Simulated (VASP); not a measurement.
# AlN (F-43m) in VASP: settings compared

AlN is run at these levels: PBEsol, PBEsol-based screened hybrid with 25 % exact exchange, r2SCAN0; tasks: single point.

Everything below comes from runs of VASP 6.6.1. Logs are shortened: lines on timing, memory, paths and dates and some standing lists are left out, and cuts for length are marked.

### Step 1. The cell of the first run

Symmetry: F-43m, No. 216, cubic system. Conventional cell: a = 4.368 Å, b = 4.368 Å, c = 4.368 Å, α = 90.00°, β = 90.00°, γ = 90.00°. Al (site symmetry -43m) has 4 N at 1.89 Å within 2.5 Å. N (site symmetry -43m) has 4 Al at 1.89 Å within 2.5 Å.

### Step 2. Single point, PBEsol

The input, INCAR:

```
ALGO     = Normal         # electronic algorithm
EDIFF    = 1E-7           # SCF threshold, eV
ENCUT    = 520            # plane-wave cutoff, eV
GGA      = PS             # functional
ISIF     = 2              # what is computed and relaxed
ISMEAR   = -1             # smearing method
LASPH    = T              # aspherical terms in the spheres
LCHARG   = F              # write CHGCAR
LREAL    = F              # projectors in reciprocal space
LWAVE    = F              # write WAVECAR
NBANDS   = 11             # bands
NELM     = 100            # most SCF steps
PREC     = Accurate       # precision mode
SIGMA    = 0.05           # smearing width, eV
```

The input, KPOINTS:

```
k-points
0
Gamma
  8 8 8
```

The input, POSCAR:

```
AlN
1.0
    0.0000000000      2.1839935596      2.1839935596
    2.1839935596      0.0000000000      2.1839935596
    2.1839935596      2.1839935596      0.0000000000
Al N
1 1
Direct
    0.0000000000      0.0000000000      0.0000000000
    0.2500000000      0.2500000000      0.2500000000
```

Potentials or basis: VASP PAW PBE potentials, release 64 (Al, N).

Started as:

```bash
$ cat potpaw_PBE.64/Al/POTCAR potpaw_PBE.64/N/POTCAR > POTCAR
$ mpirun -np 1 vasp_std > vasp.out
```

OUTCAR:

```text
EDIFF = 1E-7
   ENCUT = 520
   GGA = PS
   ISIF = 2
   ISMEAR = -1
   LASPH = T
   LREAL = F
   NELM = 100
   PREC = Accurate

 ion  position               nearest neighbor table
   1  0.000  0.000  0.000-   2 1.89   2 1.89   2 1.89   2 1.89
   2  0.250  0.250  0.250-   1 1.89   1 1.89   1 1.89   1 1.89

  LATTYP: Found a face centered cubic cell.
 ALAT       =     4.3679871192

  Lattice vectors:

 A1 = (   0.0000000000,   2.1839935596,   2.1839935596)
 A2 = (   2.1839935596,   0.0000000000,   2.1839935596)
 A3 = (   2.1839935596,   2.1839935596,   0.0000000000)

Analysis of symmetry for initial positions (statically):
=====================================================================
 Subroutine PRICEL returns:
 Original cell was already a primitive cell.

 Routine SETGRP: Setting up the symmetry group for a
 face centered cubic supercell.

 Subroutine GETGRP returns: Found 24 space group operations
 (whereof 24 operations were pure point group operations)
 out of a pool of 48 trial point group operations.

The static configuration has the point symmetry T_d .

Analysis of symmetry for dynamics (positions and initial velocities):
=====================================================================
 Subroutine PRICEL returns:
 Original cell was already a primitive cell.

 Routine SETGRP: Setting up the symmetry group for a
 face centered cubic supercell.

 Subroutine GETGRP returns: Found 24 space group operations
 (whereof 24 operations were pure point group operations)
 out of a pool of 48 trial point group operations.

The dynamic configuration has the point symmetry T_d .

 Subroutine INISYM returns: Found 24 space group operations
 (whereof 24 operations are pure point group operations),
 and found     1 'primitive' translations

----------------------------------------------------------------------------------------

                                     Primitive cell

  volume of cell :      20.8345

  direct lattice vectors                    reciprocal lattice vectors
     0.000000000  2.183993560  2.183993560    -0.228938404  0.228938404  0.228938404
     2.183993560  0.000000000  2.183993560     0.228938404 -0.228938404  0.228938404
     2.183993560  2.183993560  0.000000000     0.228938404  0.228938404 -0.228938404

  length of vectors
     3.088633312  3.088633312  3.088633312     0.396532948  0.396532948  0.396532948

  position of ions in fractional coordinates (direct lattice)
     0.000000000  0.000000000  0.000000000
     0.250000000  0.250000000  0.250000000

  ion indices of the primitive-cell ions
   primitive index   ion index
                 1           1
                 2           2

----------------------------------------------------------------------------------------

 KPOINTS: k-points

Automatic generation of k-mesh.
 Grid dimensions read from file:
 generate k-points for:    8    8    8

 Generating k-lattice:

  Cartesian coordinates                     Fractional coordinates (reciprocal lattice)
    -0.028617301  0.028617301  0.028617301     0.125000000  0.000000000  0.000000000
     0.028617301 -0.028617301  0.028617301     0.000000000  0.125000000  0.000000000
     0.028617301  0.028617301 -0.028617301     0.000000000  0.000000000  0.125000000

  Length of vectors
     0.049566618  0.049566618  0.049566618

  Shift w.r.t. Gamma in fractional coordinates (k-lattice)
     0.000000000  0.000000000  0.000000000

 Subroutine IBZKPT returns following result:
 ===========================================

 Found     29 irreducible k-points:

 Following reciprocal coordinates:
            Coordinates               Weight
  0.000000  0.000000  0.000000      1.000000
  0.125000  0.000000  0.000000      8.000000
  0.250000  0.000000  0.000000      8.000000
  0.375000  0.000000  0.000000      8.000000
  0.500000  0.000000  0.000000      4.000000
  0.125000  0.125000  0.000000      6.000000
[... 16 lines left out ...]
  0.500000  0.250000  0.125000     48.000000
 -0.375000  0.250000  0.125000     24.000000
 [... further k-points ...]
   k-points           NKPTS =     29   k-points in BZ     NKDIM =     29   number of bands    NBANDS=     11
   number of dos      NEDOS =    301   number of ions     NIONS =      2
   total plane-waves  NPLWV =  13824
   dimension x,y,z NGX =    24 NGY =   24 NGZ =   24
   dimension x,y,z NGXF=    48 NGYF=   48 NGZF=   48
   ions per type =               1   1
   NGX,Y,Z   is equivalent  to a cutoff of  12.92, 12.92, 12.92 a.u.
   NGXF,Y,Z  is equivalent  to a cutoff of  25.84, 25.84, 25.84 a.u.
 SYSTEM =  unknown system
   PREC   = accura    normal or accurate (medium, high low for compatibility)
   ISTART =      0    job   : 0-new  1-cont  2-samecut
   ICHARG =      2    charge: 1-file 2-atom 10-const
   ISPIN  =      1    spin polarized calculation?
   LNONCOLLINEAR =      F non collinear calculations
   LSORBIT =      F    spin-orbit coupling
   LASPH  =      T    aspherical Exc in radial PAW
   ENCUT  =  520.0 eV  38.22 Ry    6.18 a.u.   5.74  5.74  5.74*2*pi/ulx,y,z
   NELM   =    100;   NELMIN=  2; NELMDL= -5     # of ELM steps
   EDIFF  = 0.1E-06   stopping-criterion for ELM
   LREAL  =      F    real-space projection
   EDIFFG = 0.1E-05   stopping-criterion for IOM
   NSW    =      0    number of steps for IOM
   IBRION =     -1    ionic relax: 0-MD 1-quasi-New 2-CG
   NFREE  =      0    steps in history (QN), initial steepest desc. (CG)
   ISIF   =      2    stress and relaxation
   ISYM   =      2    0-nonsym 1-usesym 2-fastsym
   POTIM  = 0.5000    time-step for ionic-motion
   TEBEG  =    0.0;   TEEND  =   0.0 temperature during run
   PSTRESS=    0.0 pullay stress
   NELECT =       8.0000    total number of electrons
   NUPDOWN=      -1.0000    fix difference up-down
   EMIN   =  10.00;   EMAX   =-10.00  energy-range for DOS
   EFERMI =   0.00;   METHOD = LEGACY
   ISMEAR =    -1;   SIGMA  =   0.05  broadening in eV -4-tet -1-fermi 0-gaus
   EFERMI_NEDOS =   21; number of points for ismear=-14 and -15
   IALGO  =     38    algorithm
   IMIX   =      4    mixing-type and parameters
     AMIX     =   0.40;   BMIX     =  1.00
     AMIX_MAG =   1.60;   BMIX_MAG =  1.00
  volume/ion in A,a.u.               =      10.42        70.30
  Fermi-wavevector in a.u.,A,eV,Ry     =   1.189899  2.248583 19.263943  1.415860
  Thomas-Fermi vector in A             =   2.325996
   LORBIT       =      0    0 simple, 1 ext, 2 COOP (PROOUT), +10 PAW based schemes
   GGA     = PS    functional components
   LHFCALC =     F    Hartree Fock is set to
   AEXX    =    0.0000 exact exchange contribution
   IVDW    =     0    specifies the selected vdW correction
   LEPSILON=     F    determine dielectric tensor
   LRPA    =     F    only Hartree local field effects (RPA)
 non-spin polarized calculation
  energy-cutoff  :      520.00
  volume of cell :       20.83
 maximum number of plane-waves:       568
   NGX = 11   NGY = 11   NGZ = 11

 number of electron       8.0000000 magnetization

 Free energy of the ion-electron system (eV)
  ---------------------------------------------------
  ext. energy  EPLUGINS =         0.00000000
  ---------------------------------------------------
  free energy    TOTEN  =       -15.61060128 eV

  energy without entropy =      -15.61060128  energy(sigma->0) =      -15.61060128

 E-fermi :   6.9310     XC(G=0): -11.1291

 val. band max:        5.8784193029   @ k =   0.0000   0.0000   0.0000
 cond. band min:       9.0650698288   @ k =   0.5000   0.5000   0.0000
 fundamental gap:      3.1866505260
 Fermi energy:         6.9309769484

 k-point     1 :       0.0000    0.0000    0.0000
  band No.  band energies     occupation
      1      -9.0799      2.00000
      2       5.8784      2.00000
      3       5.8784      2.00000
      4       5.8784      2.00000
      5      10.0111      0.00000
      6      18.3469      0.00000
      7      18.3469      0.00000
      8      18.3469      0.00000
      9      23.4655      0.00000
     10      23.4655      0.00000
     11      24.8180      0.00000

 k-point     2 :       0.1250    0.0000    0.0000
  band No.  band energies     occupation
      1      -8.8502      2.00000
      2       4.6865      2.00000
      3       5.7993      2.00000
      4       5.7993      2.00000
      5      10.9562      0.00000
      6      17.7706      0.00000
      7      18.5196      0.00000
      8      18.5196      0.00000
      9      21.9059      0.00000
     10      21.9059      0.00000
     11      23.7472      0.00000

 k-point     3 :       0.2500    0.0000    0.0000
  band No.  band energies     occupation
      1      -8.2184      2.00000
      2       2.5901      2.00000
      3       5.6214      2.00000
      4       5.6214      2.00000
      5      12.2642      0.00000
      6      16.7522      0.00000
      7      18.1032      0.00000
      8      18.1032      0.00000
      9      22.0378      0.00000
     10      22.0378      0.00000
     11      22.9519      0.00000

 k-point     4 :       0.3750    0.0000    0.0000
  band No.  band energies     occupation
      1      -7.4160      2.00000
      2       0.7513      2.00000
      3       5.4594      2.00000
      4       5.4594      2.00000
      5      12.9715      0.00000
      6      15.9591      0.00000
      7      17.2535      0.00000
      8      17.2535      0.00000
      9      23.2529      0.00000
     10      24.0700      0.00000
     11      24.0700      0.00000

 k-point     5 :       0.5000    0.0000    0.0000
  band No.  band energies     occupation
      1      -6.9958      2.00000
      2      -0.0347      2.00000
      3       5.3964      2.00000
      4       5.3964      2.00000
      5      13.1644      0.00000
      6      15.6441      0.00000
      7      16.9135      0.00000
      8      16.9135      0.00000
      9      23.7066      0.00000
     10      25.8451      0.00000
     11      25.8451      0.00000
[... 211 lines left out ...]
 k-point    21 :       0.5000    0.5000    0.0000
  band No.  band energies     occupation
      1      -6.3493      2.00000
      2       0.9320      2.00000
      3       4.0892      2.00000
      4       4.0892      2.00000
      5       9.0651      0.00000
      6      14.3605      0.00000
      7      19.7522      0.00000
      8      21.5046      0.00000
      9      21.5046      0.00000
     10      29.3568      0.00000
     11      29.7297      0.00000

 k-point    22 :       0.3750    0.2500    0.1250
  band No.  band energies     occupation
      1      -7.7096      2.00000
      2       2.2865      2.00000
      3       4.3851      2.00000
      4       5.2711      2.00000
      5      12.5997      0.00000
      6      16.3062      0.00000
      7      16.6233      0.00000
      8      19.0610      0.00000
      9      20.4217      0.00000
     10      24.8805      0.00000
     11      27.3790      0.00000

 k-point    23 :       0.5000    0.2500    0.1250
  band No.  band energies     occupation
      1      -7.0165      2.00000
      2       1.2139      2.00000
      3       3.7875      2.00000
      4       4.9386      2.00000
      5      12.8185      0.00000
      6      15.4153      0.00000
      7      17.3231      0.00000
      8      18.6620      0.00000
      9      21.8085      0.00000
     10      25.4033      0.00000
     11      27.5135      0.00000

 k-point    24 :      -0.3750    0.2500    0.1250
  band No.  band energies     occupation
      1      -6.6705      2.00000
      2       0.6851      2.00000
      3       3.6326      2.00000
      4       4.7494      2.00000
      5      12.8685      0.00000
      6      15.0336      0.00000
      7      17.9556      0.00000
      8      18.4691      0.00000
      9      22.9447      0.00000
     10      24.5221      0.00000
     11      27.7770      0.00000

 [... further k-points ...]
[... 5 lines left out ...]
  --------------------------------------------------------------------------------------
  -------------------------------------------------------------------------------------
  Total        0.1727455      0.1727455      0.1727455      0.0000000      0.0000000      0.0000000
  in kB       13.2841330     13.2841330     13.2841330      0.0000000      0.0000000      0.0000000
  external PRESSURE =      13.2841330 kB  Pullay stress =       0.0000000 kB

 VOLUME and BASIS-vectors are now :
 -----------------------------------------------------------------------------
  energy-cutoff  :      520.00
  volume of cell :       20.83
      direct lattice vectors                 reciprocal lattice vectors
     0.000000000  2.183993560  2.183993560    -0.228938404  0.228938404  0.228938404
     2.183993560  0.000000000  2.183993560     0.228938404 -0.228938404  0.228938404
     2.183993560  2.183993560  0.000000000     0.228938404  0.228938404 -0.228938404

 POSITION                                       TOTAL-FORCE (eV/Angst)
 -----------------------------------------------------------------------------------
      0.00000      0.00000      0.00000         0.000000      0.000000      0.000000
      1.09200      1.09200      1.09200        -0.000000     -0.000000     -0.000000
 -----------------------------------------------------------------------------------
    total drift:                                0.000000      0.000000      0.000000

  FREE ENERGIE OF THE ION-ELECTRON SYSTEM (eV)
  ---------------------------------------------------
  free  energy   TOTEN  =       -15.6106012758 eV

  energy  without entropy=      -15.6106012757  energy(sigma->0) =      -15.61060128
```

It took 3.6 s on 1 thread of Intel Xeon Platinum 8488C (Sapphire Rapids), shared host; peak memory 0.13 GiB.

Results:

```
Free energy            : -15.6106 eV
Pressure               : 1.3 GPa
Band gap on the k mesh : 3.19 eV (least direct gap 4.13 eV)
```

Levels at points of the mesh, in eV from the valence-band top:
```tsv
k point	band 1	band 2	band 3	band 4	band 5	band 6	band 7	band 8	band 9
(0.00, 0.00, 0.00)	-14.96	0.00	0.00	0.00	4.13	12.47	12.47	12.47	17.59
(0.50, 0.00, 0.00)	-12.87	-5.91	-0.48	-0.48	7.29	9.77	11.04	11.04	17.83
(0.50, 0.50, 0.00)	-12.23	-4.95	-1.79	-1.79	3.19	8.48	13.87	15.63	15.63
```

Caveat: the PAW data sets were made with another functional, which shifts forces and pressure a little.

(Part 1 of 2 ends here.)
